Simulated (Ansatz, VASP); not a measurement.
**Two plane-wave programs on Al3BiO**

```
Al Bi O
1.0
     3.90261    0.00000    0.00000
     0.00000    3.90261    0.00000
     0.00000    0.00000    7.10556
Al Bi O
3 1 1
Direct
  0.00000 0.50000 0.73716
  0.00000 0.00000 0.99784
  0.50000 0.00000 0.73716
  0.00000 0.00000 0.39254
  0.50000 0.50000 0.69700
```

Change from the starting cell: species swapped into the CsInBr3 type (P4mm, No. 99).

Alike in both runs: functional PBE; k mesh 4 × 4 × 4; occupations gaussian, width 0.1 eV; no spin polarisation.

Ansatz relaxed the structure, and its values are those at the end. VASP's run is a single point on that final structure, the one shown.

|  | VASP | Ansatz |
| --- | --- | --- |
| version | VASP 6.6.1 | Ansatz 0.2.0 |
| potentials or method | VASP PAW PBE potentials, release 64 (Al, Bi_d, O), cutoff 520 eV | scalar-relativistic, plane waves, PAW |
| valence electrons in the cell | 30 | 30 |

|  | VASP | Ansatz | Ansatz less VASP |
| --- | --- | --- | --- |
| gap on the k mesh at the Fermi level (eV) | none | none | - |
| pressure (GPa) | 0.0 | 0.0 | +0.05 |

A gap of «none» marks a metal or a gap that the smearing closes.

The k mesh is coarse, so the values compare programs but aren't converged. Spin-orbit coupling is off throughout.
